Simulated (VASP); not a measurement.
The system is Ag.

```xyz
4
Lattice="1.6294 -5.1688 0.0000 1.6294 5.1688 0.0000 0.0000 0.0000 4.3122" Properties=species:S:1:pos:R:3 pbc="T T T"
Ag    1.6294    4.1557    3.9241
Ag    1.6294   -1.0131    2.5442
Ag    1.6294   -4.1557    0.3881
Ag    1.6294    1.0131    1.7680
```

* Program: VASP 6.6.1
* Task: relaxation of cell and atoms
* Functional: PBEsol
* Potentials or basis: VASP PAW PBE potentials, release 64 (Ag)
* Cutoff: 600 eV
* k mesh: 6 × 6 × 4
* Occupations: gaussian, width 0.1 eV
* Spin: no spin polarisation

At the start: pressure 70.9 GPa; volume 18.16 Å³/atom.

Q: How do energy, volume and symmetry change on relaxing?

A: Over 31 steps the energy falls by 2579.6 meV/atom and the volume is 17.54 Å³/atom (-3.4 %); space group Cmce (No. 64, to 0.1 Å) before, Fmmm (No. 69, to 0.1 Å).

Step by step:
| step | energy change (eV) | largest force (eV/Å) | pressure (GPa) | volume (Å³) |
| --- | --- | --- | --- | --- |
| 1 | 0.0000 | 11.3915 | 70.86 | 72.64 |
| 2 | -2.8469 | 0.1112 | -5.91 | 193.07 |
| 3 | -3.5405 | 0.0956 | -7.05 | 175.69 |
| 4 | -4.3220 | 0.1515 | -8.23 | 159.67 |
| 5 | -7.3556 | 0.4206 | -9.46 | 110.60 |
| 6 | -7.7127 | 2.3838 | 0.65 | 90.31 |
| 7 | -7.8359 | 1.2471 | -5.76 | 98.37 |
| 8 | -7.8538 | 1.5076 | -4.40 | 96.07 |
| 9 | -7.8530 | 1.5718 | -4.07 | 95.56 |
| 10 | -8.4683 | 1.4874 | -5.26 | 89.66 |
| 11 | -9.3296 | 1.8790 | 4.47 | 72.98 |
| 12 | -9.5326 | 1.1481 | 5.04 | 71.63 |
| 13 | -9.6257 | 0.3236 | 7.38 | 69.94 |
| 14 | -9.8576 | 0.2646 | 3.33 | 71.33 |
| 15 | -10.1434 | 0.1977 | -4.60 | 75.41 |
| 16 | -10.1450 | 0.1941 | -4.88 | 75.63 |
| 17 | -10.2117 | 0.2414 | -3.73 | 74.23 |
| 18 | -10.2749 | 0.3146 | -0.99 | 71.64 |
| 19 | -10.2761 | 0.3249 | -0.32 | 71.14 |
| 20 | -10.2762 | 0.3232 | -0.49 | 71.23 |
| 21 | -10.2862 | 0.2513 | -0.18 | 70.92 |
| 22 | -10.2999 | 0.0332 | 0.80 | 69.97 |
| 23 | -10.3052 | 0.0125 | -0.01 | 70.40 |
| 24 | -10.3074 | 0.0617 | -0.95 | 70.94 |
| 25 | -10.3115 | 0.0546 | -0.88 | 70.82 |
| 26 | -10.3211 | 0.0540 | -0.33 | 70.44 |
| 27 | -10.3154 | 0.0688 | 0.88 | 69.59 |
| 28 | -10.3174 | 0.0480 | -0.02 | 70.20 |
| 29 | -10.3178 | 0.0537 | 0.24 | 70.03 |
| 30 | -10.3178 | 0.0543 | 0.27 | 70.01 |
| 31 | -10.3184 | 0.0354 | 0.04 | 70.16 |

Final structure:
```cif
data_structure
_symmetry_space_group_name_H-M 'P 1'
_symmetry_Int_Tables_number 1
_cell_length_a 5.3405
_cell_length_b 5.3405
_cell_length_c 4.8412
_cell_angle_alpha 90.000
_cell_angle_beta 90.000
_cell_angle_gamma 149.459
_cell_volume 70.16
loop_
_atom_site_label
_atom_site_type_symbol
_atom_site_fract_x
_atom_site_fract_y
_atom_site_fract_z
_atom_site_occupancy
Ag1 Ag 0.13148 0.86852 0.99973 1
Ag2 Ag 0.63148 0.36852 0.50027 1
Ag3 Ag 0.86852 0.13148 0.00027 1
Ag4 Ag 0.36852 0.63148 0.49973 1
```

Caveat: the k points lie up to 0.39 Å⁻¹ apart in the final cell, too coarse for converged energies and pressures of a metal; the PAW data sets were made with another functional, which shifts forces and pressure a little.
